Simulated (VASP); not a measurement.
Here is a VASP 6.6.1 calculation.

The input POSCAR:

```
LiCl
1.0
    0.0000000000      2.5910427516      2.5560252063
    2.5910427516      0.0000000000      2.5560252063
    2.5910427516      2.5910427516      0.0000000000
Li Cl
1 1
Direct
    0.0000000000      0.0000000000      0.0000000000
    0.5000000000      0.5000000000      0.5000000000
```

Contents of INCAR.step1:

```
SYSTEM = LiCl
PREC     = Accurate       ! precision mode
ENCUT    = 520            ! plane-wave cutoff, eV
ISMEAR   = 0              ! smearing method
SIGMA    = 0.01           ! smearing width, eV
LREAL    = .FALSE.        ! projectors in reciprocal space
LASPH    = .TRUE.         ! aspherical terms in the spheres
NELM     = 80             ! most SCF steps
NBANDS   = 12             ! bands
GGA      = PE             ! functional
ALGO     = Normal         ! electronic algorithm
EDIFF    = 1E-4           ! SCF threshold, eV
LWAVE    = .TRUE.         ! write WAVECAR
LCHARG   = .FALSE.        ! write CHGCAR
```

Contents of INCAR.step2:

```
SYSTEM = LiCl
PREC     = Accurate       ! precision mode
ENCUT    = 520            ! plane-wave cutoff, eV
EDIFF    = 1E-6           ! SCF threshold, eV
ISMEAR   = 0              ! smearing method
SIGMA    = 0.01           ! smearing width, eV
LREAL    = .FALSE.        ! projectors in reciprocal space
LASPH    = .TRUE.         ! aspherical terms in the spheres
NELM     = 80             ! most SCF steps
ALGO     = Normal         ! electronic algorithm
ISIF     = 2              ! what is computed and relaxed
LWAVE    = .FALSE.        ! write WAVECAR
LCHARG   = .FALSE.        ! write CHGCAR
METAGGA  = R2SCAN         ! meta-GGA
LMIXTAU  = .TRUE.       
NBANDS   = 12             ! bands
ISTART   = 1
```

KPOINTS

```
regular mesh
0
G
  8 8 8
  0 0 0
```

Potentials or basis: VASP PAW PBE potentials, release 64 (Li_sv, Cl).

Run with:

```bash
$ cat potpaw_PBE.64/Li_sv/POTCAR potpaw_PBE.64/Cl/POTCAR > POTCAR
$ cp INCAR.step1 INCAR
$ mpirun -np 1 vasp_std > vasp.out
$ cp INCAR.step2 INCAR
$ mpirun -np 1 vasp_std > vasp.out
```

(1) What does it give for the band gap on the k mesh?

Answers

(1) 7.18 eV, direct.

Caveat: the cell differs from its parent crystal (biaxial xy strain +1.4%).
